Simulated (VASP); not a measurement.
# Ir (P2_1/m) in VASP: a series of runs

Runs on Ir. Level: PBEsol. Tasks: single point.

Everything below comes from runs of VASP 6.6.1. Logs are shortened: lines on timing, memory, paths and dates and some standing lists are left out, and cuts for length are marked.

## (1) The cell of the first run

It takes space group P2_1/m (No. 11, monoclinic). The conventional cell has a = 2.575 Å, b = 4.462 Å, c = 2.759 Å, α = 90.00°, β = 113.41°, γ = 90.00°. Ir (site symmetry m) has 12 Ir at 2.57 to 2.93 Å within 3.4 Å.

## (2) Single point, PBEsol (strain -0.1500 x Voigt [0, 0, 0, 0, 0, 1])

Contents of INCAR:

```
SYSTEM = Ir
PREC = Accurate
ENCUT = 520
EDIFF = 1E-7
ISMEAR = 0
SIGMA = 0.15
LREAL = .False.
LASPH = .True.
NELM = 60
ALGO = Fast
ISIF = 2
LWAVE = .False.
LCHARG = .False.
GGA = PS
NBANDS = 16
```

Contents of KPOINTS:

```
regular mesh
0
Gamma
  18 18 12
  0 0 0
```

Contents of POSCAR:

```
Ir
1.0
    2.7513778946     -0.2063533421      0.0000000000
   -1.5543961837      2.4859398232      0.0000000000
    0.0000000000      0.0000000000      4.4622900000
Ir
2
Direct
    0.6666666667      0.3333333333      0.7500000000
    0.3333333333      0.6666666667      0.2500000000
```

Potentials or basis: VASP PAW PBE potentials, release 64 (Ir).

Run with:

```bash
$ cat potpaw_PBE.64/Ir/POTCAR > POTCAR
$ mpirun -np 1 vasp_std > vasp.out
```

OUTCAR:

```text
SYSTEM = Ir
   PREC = Accurate
   ENCUT = 520
   EDIFF = 1E-7
   ISMEAR = 0
   LREAL = .False.
   LASPH = .True.
   NELM = 60
   ISIF = 2
   GGA = PS

 ion  position               nearest neighbor table
   1  0.667  0.333  0.750-   2 2.68   2 2.68   2 2.74   2 2.74   2 2.80   2 2.80
   2  0.333  0.667  0.250-   1 2.68   1 2.68   1 2.74   1 2.74   1 2.80   1 2.80

  LATTYP: Found a simple monoclinic cell.
 ALAT       =     2.5747387714
 B/A-ratio  =     1.7331039753
 C/A-ratio  =     1.0716059136
 COS(beta)  =    -0.3973759173

  Lattice vectors:

 A1 = (   1.1969817109,   2.2795864811,   0.0000000000)
 A2 = (   0.0000000000,   0.0000000000,  -4.4622900000)
 A3 = (  -2.7513778946,   0.2063533421,   0.0000000000)

Analysis of symmetry for initial positions (statically):
=====================================================================
 Subroutine PRICEL returns:
 Original cell was already a primitive cell.

 Routine SETGRP: Setting up the symmetry group for a
 simple monoclinic supercell.

 Subroutine GETGRP returns: Found  4 space group operations
 (whereof  2 operations were pure point group operations)
 out of a pool of  4 trial point group operations.

The static configuration has the point symmetry S_2 .
 The point group associated with its full space group is C_2h.

Analysis of symmetry for dynamics (positions and initial velocities):
=====================================================================
 Subroutine PRICEL returns:
 Original cell was already a primitive cell.

 Routine SETGRP: Setting up the symmetry group for a
 simple monoclinic supercell.

 Subroutine GETGRP returns: Found  4 space group operations
 (whereof  2 operations were pure point group operations)
 out of a pool of  4 trial point group operations.

The dynamic configuration has the point symmetry S_2 .
 The point group associated with its full space group is C_2h.

 Subroutine INISYM returns: Found  4 space group operations
 (whereof  2 operations are pure point group operations),
 and found     1 'primitive' translations

----------------------------------------------------------------------------------------

                                     Primitive cell

  volume of cell :      29.0897

  direct lattice vectors                    reciprocal lattice vectors
     2.751377895 -0.206353342  0.000000000     0.381337307  0.238440709  0.000000000
    -1.554396184  2.485939823  0.000000000     0.031654116  0.422054881  0.000000000
     0.000000000  0.000000000  4.462290000     0.000000000  0.000000000  0.224100182

  length of vectors
     2.759105294  2.931901141  4.462290000     0.449746722  0.423240246  0.224100182

  position of ions in fractional coordinates (direct lattice)
     0.666666667  0.333333333  0.750000000
     0.333333333  0.666666667  0.250000000
[... 83 lines left out ...]
   ISIF   =      2    stress and relaxation
   ISYM   =      2    0-nonsym 1-usesym 2-fastsym
   POTIM  = 0.5000    time-step for ionic-motion
   TEBEG  =    0.0;   TEEND  =   0.0 temperature during run
   PSTRESS=    0.0 pullay stress
   NELECT =      18.0000    total number of electrons
   NUPDOWN=      -1.0000    fix difference up-down
   EMIN   =  10.00;   EMAX   =-10.00  energy-range for DOS
   EFERMI =   0.00;   METHOD = LEGACY
   ISMEAR =     0;   SIGMA  =   0.15  broadening in eV -4-tet -1-fermi 0-gaus
   EFERMI_NEDOS =   21; number of points for ismear=-14 and -15
   IALGO  =     68    algorithm
   IMIX   =      4    mixing-type and parameters
     AMIX     =   0.40;   BMIX     =  1.00
     AMIX_MAG =   1.60;   BMIX_MAG =  1.00
  volume/ion in A,a.u.               =      14.54        98.15
  Fermi-wavevector in a.u.,A,eV,Ry     =   1.395038  2.636239 26.478711  1.946130
  Thomas-Fermi vector in A             =   2.518529
   LORBIT       =      0    0 simple, 1 ext, 2 COOP (PROOUT), +10 PAW based schemes
   GGA     = PS    functional components
   LHFCALC =     F    Hartree Fock is set to
   AEXX    =    0.0000 exact exchange contribution
   IVDW    =     0    specifies the selected vdW correction
   LEPSILON=     F    determine dielectric tensor
   LRPA    =     F    only Hartree local field effects (RPA)
 non-spin polarized calculation
 RMM-DIIS sequential band-by-band and
 Gauss-broadening in eV      SIGMA  =   0.15
  energy-cutoff  :      520.00
  volume of cell :       29.09
 maximum number of plane-waves:       800
 NGX is ok and might be reduce to    24
   NGX = 11   NGY = 11   NGZ = 17

 number of electron      18.0000000 magnetization

 Free energy of the ion-electron system (eV)
  ---------------------------------------------------
  ext. energy  EPLUGINS =         0.00000000
  ---------------------------------------------------
  free energy    TOTEN  =       -19.08279289 eV

  energy without entropy =      -19.05309716  energy(sigma->0) =      -19.06794502

 E-fermi :   9.8447     XC(G=0): -13.9238

 val. band max:        9.8440412382   @ k =   0.2222   0.2222   0.1667
 cond. band min:       9.8466789275   @ k =  -0.4444   0.1111   0.3333
 fundamental gap:      0.0026376893
 Fermi energy:         9.8446770075

 k-point     1 :       0.0000    0.0000    0.0000
  band No.  band energies     occupation
      1      -1.1145      2.00000
      2       1.9170      2.00000
      3       4.8123      2.00000
      4       5.4144      2.00000
      5       6.1041      2.00000
      6       7.2667      2.00000
[... 433 lines left out ...]
      3       4.8629      2.00000
      4       5.1693      2.00000
      5       5.9694      2.00000
      6       6.5070      2.00000
[... 8 lines left out ...]
     15      24.6033      0.00000
     16      25.6369      0.00000

 [... further k-points ...]

------------------------ aborting loop because EDIFF is reached ----------------------------------------

  FORCE on cell =-STRESS in cart. coord.  units (eV):
  Direction    XX          YY          ZZ          XY          YZ          ZX
  --------------------------------------------------------------------------------------
  -------------------------------------------------------------------------------------
  Total       -0.9768835      1.4132204     -2.3159542      4.8266747      0.0000000      0.0000000
  in kB      -53.8039604     77.8361544   -127.5561620    265.8394962      0.0000000      0.0000000
  external PRESSURE =     -34.5079893 kB  Pullay stress =       0.0000000 kB

 VOLUME and BASIS-vectors are now :
 -----------------------------------------------------------------------------
  energy-cutoff  :      520.00
  volume of cell :       29.09
      direct lattice vectors                 reciprocal lattice vectors
     2.751377895 -0.206353342  0.000000000     0.381337307  0.238440709  0.000000000
    -1.554396184  2.485939823  0.000000000     0.031654116  0.422054881  0.000000000
     0.000000000  0.000000000  4.462290000     0.000000000  0.000000000  0.224100182

 POSITION                                       TOTAL-FORCE (eV/Angst)
 -----------------------------------------------------------------------------------
      1.31612      0.69108      3.34672        -0.264328      0.014110      0.000000
     -0.11914      1.58851      1.11557         0.264328     -0.014110      0.000000
 -----------------------------------------------------------------------------------
    total drift:                               -0.000000      0.000000     -0.000000

  FREE ENERGIE OF THE ION-ELECTRON SYSTEM (eV)
  ---------------------------------------------------
  free  energy   TOTEN  =       -19.0827928876 eV

  energy  without entropy=      -19.0530971603  energy(sigma->0) =      -19.06794502
```

stdout:

```text
POSCAR found type information on POSCAR Ir
 POSCAR found :  1 types and       2 ions
 scaLAPACK will be used
 -----------------------------------------------------------------------------
|                                                                             |
|                                                                             |
|     You enforced a specific xc type in the INCAR file but a different       |
|     I HOPE YOU KNOW WHAT YOU ARE DOING!                                     |
|                                                                             |
 -----------------------------------------------------------------------------

 LDA part: xc-table for (Slater+PW92), standard interpolation
 POSCAR, INCAR and KPOINTS ok, starting setup
 FFT: planning ... GRIDC
 FFT: planning ... GRID_SOFT
 FFT: planning ... GRID
 WAVECAR not read
 entering main loop
```

Run time: 24 min. Hardware: 1 thread of Intel Xeon 8259CL, shared host; peak memory 0.55 GiB.

What came out:

* Free energy: -19.0828 eV
* Pressure: -3.5 GPa
* Largest force: 0.265 eV/Å
* Band gap on the k mesh: zero (bands 9 and 10 overlap by 3.51 eV)

Forces in eV/Å, atoms in the order of the input:
```
Ir  -0.264  0.014  0.000
Ir   0.264 -0.014  0.000
```

Caveat: the cell differs from its parent crystal (strain -0.1500 x Voigt [0, 0, 0, 0, 0, 1]); the stress differs along the axes, from -13 to 8 GPa; the PAW data sets were made with another functional, which shifts forces and pressure a little; spin-orbit coupling is left out, which moves the levels of the heavy elements.

(Part 1 of 2 ends here.)
